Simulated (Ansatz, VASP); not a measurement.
## Ni3Ge: VASP beside Ansatz

File POSCAR:

```
Ni3Ge
1.0
    3.2500075466      0.0000000000      0.0000000000
    0.0000000000      3.2500075466      0.0000000000
    0.0000000000      0.0000000000      3.2500075466
Ni Ge
3 1
Direct
    0.5000000000      0.0000000000      0.5000000000
    0.0000000000      0.5000000000      0.5000000000
    0.5000000000      0.5000000000      0.0000000000
    0.0000000000      0.0000000000      0.0000000000
```

File INCAR.step1:

```
SYSTEM = Ni3Ge
ALGO     = Normal         ! electronic algorithm
EDIFF    = 1E-4           ! SCF threshold, eV
ENCUT    = 520            ! plane-wave cutoff, eV
GGA      = PE             ! functional
ISMEAR   = 0              ! smearing method
LASPH    = .TRUE.         ! aspherical terms in the spheres
LCHARG   = .FALSE.        ! write CHGCAR
LREAL    = .FALSE.        ! projectors in reciprocal space
LWAVE    = .TRUE.         ! write WAVECAR
NBANDS   = 30             ! bands
NELM     = 100            ! most SCF steps
PREC     = Accurate       ! precision mode
SIGMA    = 0.15           ! smearing width, eV
```

Contents of INCAR.step2:

```
SYSTEM = Ni3Ge
ALGO     = Normal         ! electronic algorithm
EDIFF    = 1E-7           ! SCF threshold, eV
ENCUT    = 520            ! plane-wave cutoff, eV
ISIF     = 2              ! what is computed and relaxed
ISMEAR   = 0              ! smearing method
ISTART   = 1            
LASPH    = .TRUE.         ! aspherical terms in the spheres
LCHARG   = .FALSE.        ! write CHGCAR
LMIXTAU  = .TRUE.       
LREAL    = .FALSE.        ! projectors in reciprocal space
LWAVE    = .FALSE.        ! write WAVECAR
METAGGA  = R2SCAN         ! meta-GGA
NBANDS   = 30             ! bands
NELM     = 100            ! most SCF steps
PREC     = Accurate       ! precision mode
SIGMA    = 0.15           ! smearing width, eV
```

File KPOINTS:

```
k-points
0
G
  14 14 14
  0 0 0
```

Input for Ansatz:

```yaml
crystal:
  lattice:
    - [3.2500075466, 0.0, 0.0]
    - [0.0, 3.2500075466, 0.0]
    - [0.0, 0.0, 3.2500075466]
  atoms:
    - { symbol: Ni, position: [0.5, 0.0, 0.5] }
    - { symbol: Ni, position: [0.0, 0.5, 0.5] }
    - { symbol: Ni, position: [0.5, 0.5, 0.0] }
    - { symbol: Ge, position: [0.0, 0.0, 0.0] }
basis:
  ecutwfc: 500
kpoints:
  mp_grid: { grid: [14, 14, 14] }
hamiltonian:
  xc: r2scan
scf:
  occupations: { method: gaussian, width: 0.15 }
output:
  forces: true
  stress: true
  eigenvalues: true
```

Change from the starting cell: strain -0.080 along x and y, -0.080 along z, atoms carried along.

Alike in both runs: task single point; functional r2SCAN; k mesh 14 × 14 × 14; occupations gaussian, width 0.15 eV; no spin polarisation.

|  | VASP | Ansatz |
| --- | --- | --- |
| version | VASP 6.6.1 | Ansatz 0.2.0 |
| potentials or method | VASP PAW PBE potentials, release 64 (Ni, Ge_d), cutoff 520 eV | scalar-relativistic, plane waves, PAW |
| valence electrons in the cell | 44 | 68 |

Ansatz gave:

| Quantity | Value |
| --- | --- |
| gap on the k mesh at the Fermi level (eV) | none |
| pressure (GPa) | 98.0 |

What did VASP give for the same quantities?

gap on the k mesh at the Fermi level (eV): none; pressure (GPa): 98.4.

VASP's potentials were made for PBE, not for r2SCAN. A gap of «none» marks a metal or a gap that the smearing closes. Both programs put the cell under a high pressure, so it lies far from rest at this level. VASP's potentials hold 44 valence electrons a cell and Ansatz's 68, so a difference there can come from the potentials and not from the codes.

Noted on VASP's run: the cell as given lies far from equilibrium.
